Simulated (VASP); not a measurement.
The system is Pr2F.

```xyz
3
Lattice="4.8572 0.0000 0.0000 -2.4286 4.2065 0.0000 0.0000 0.0000 3.3890" Properties=species:S:1:pos:R:3 pbc="T T T"
Pr    0.0000    2.8043    1.6945
Pr    2.4286    1.4022    1.6945
F     0.0000    0.0000    1.6945
```

The cell was generated, and may not be a known phase.

| Quantity | Value |
| --- | --- |
| Program | VASP 6.6.1 |
| Task | relaxation of cell and atoms |
| Functional | PBE |
| Potentials or basis | VASP PAW PBE potentials, release 64 (Pr_3, F), 4f in core |
| Cutoff | 600 eV |
| k mesh | 6 × 6 × 6 |
| Occupations | gaussian, width 0.1 eV |
| Spin | no spin polarisation |

At the start: pressure 6.4 GPa; volume 23.08 Å³/atom.

**Question.** Where does the relaxation end?

**Answer.** Over 5 steps the energy falls by 84.8 meV/atom and the volume is 26.38 Å³/atom (+14.3 %); space group P6/mmm (No. 191, to 0.1 Å) before and after.

The path:
| step | energy change (eV) | largest force (eV/Å) | pressure (GPa) | volume (Å³) |
| --- | --- | --- | --- | --- |
| 1 | 0.0000 | 0.0000 | 6.44 | 69.24 |
| 2 | -0.2515 | 0.0000 | 0.05 | 78.87 |
| 3 | -0.2525 | 0.0000 | -0.38 | 79.86 |
| 4 | -0.2526 | 0.0000 | -0.28 | 79.62 |
| 5 | -0.2543 | 0.0000 | -0.05 | 79.15 |

Final structure:
```
Pr F
1.0
     5.20038    0.00000    0.00000
    -2.60019    4.50366    0.00000
     0.00000    0.00000    3.37945
Pr F
2 1
Direct
  0.33333 0.66667 0.50000
  0.66667 0.33333 0.50000
  0.00000 0.00000 0.50000
```

Caveat: the run has no spin polarisation, though such a crystal can be magnetic.
